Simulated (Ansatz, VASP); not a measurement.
# AlRu: VASP beside Ansatz

The input INCAR:

```
PREC = Accurate
ENCUT = 520
EDIFF = 1E-6
ISMEAR = 0
SIGMA = 0.15
LREAL = False
LASPH = True
NELM = 80
ALGO = Fast
ISIF = 2
LWAVE = False
LCHARG = False
GGA = PS
NBANDS = 34
```

KPOINTS

```
Automatic mesh
0
Gamma
  20 20 7
```

The input POSCAR:

```
AlRu
1.0
    0.0000000000     -2.9764078218      0.0000000000
    0.0000000000      0.0000000000     -2.9764078218
    9.4292234653      0.0000000000      0.0000000000
Al Ru
3 3
Direct
    0.0000000000      0.0000000000      0.2367275581
    0.0000000000      0.0000000000      0.5523853461
    0.0000000000      0.0000000000      0.8680431342
    0.5000000000      0.5000000000      0.0788986641
    0.5000000000      0.5000000000      0.3945564521
    0.5000000000      0.5000000000      0.7102142401
```

Input for Ansatz:

```yaml
crystal:
  lattice:
    - [0.0, -2.9764078218, 0.0]
    - [0.0, 0.0, -2.9764078218]
    - [9.4292234653, 0.0, 0.0]
  atoms:
    - { symbol: Al, position: [0.0, 0.0, 0.2367275581] }
    - { symbol: Al, position: [0.0, 0.0, 0.5523853461] }
    - { symbol: Al, position: [0.0, 0.0, 0.8680431342] }
    - { symbol: Ru, position: [0.5, 0.5, 0.0788986641] }
    - { symbol: Ru, position: [0.5, 0.5, 0.3945564521] }
    - { symbol: Ru, position: [0.5, 0.5, 0.7102142401] }
basis:
  ecutwfc: 420
kpoints:
  mp_grid: { grid: [20, 20, 7] }
hamiltonian:
  xc: pbesol
scf:
  occupations: { method: gaussian, width: 0.15 }
output:
  forces: true
  stress: true
  eigenvalues: true
```

Alike in both runs: task single point; functional PBEsol; k mesh 20 × 20 × 7; occupations gaussian, width 0.15 eV; no spin polarisation.

|  | VASP | Ansatz |
| --- | --- | --- |
| version | VASP 6.6.1 | Ansatz 0.2.0 |
| potentials or method | VASP PAW PBE potentials, release 64 (Al, Ru_pv), cutoff 520 eV | scalar-relativistic, plane waves, PAW |
| valence electrons in the cell | 51 | 57 |

Ansatz gave:

| Item | Value |
| --- | --- |
| gap on the k mesh at the Fermi level (eV) | none |
| pressure (GPa) | -7.2 |
| traceless stress, the component that is largest in VASP (GPa) | -4.63 |
| rms of the force components (eV/Å) | 0.491 |

Q: Which values does VASP return?

A: gap on the k mesh at the Fermi level (eV): none; pressure (GPa): -7.1; traceless stress, the component that is largest in VASP (GPa): -4.64; rms of the force components (eV/Å): 0.494.

VASP's potentials were made for PBE, not for PBEsol. Atom by atom the forces differ by 0.003 eV/Å (rms over components). A gap of «none» marks a metal or a gap that the smearing closes. With one functional, cell and mesh, what is left measures potentials, basis and numerics. VASP's potentials hold 51 valence electrons a cell and Ansatz's 57, so a difference there can come from the potentials and not from the codes.
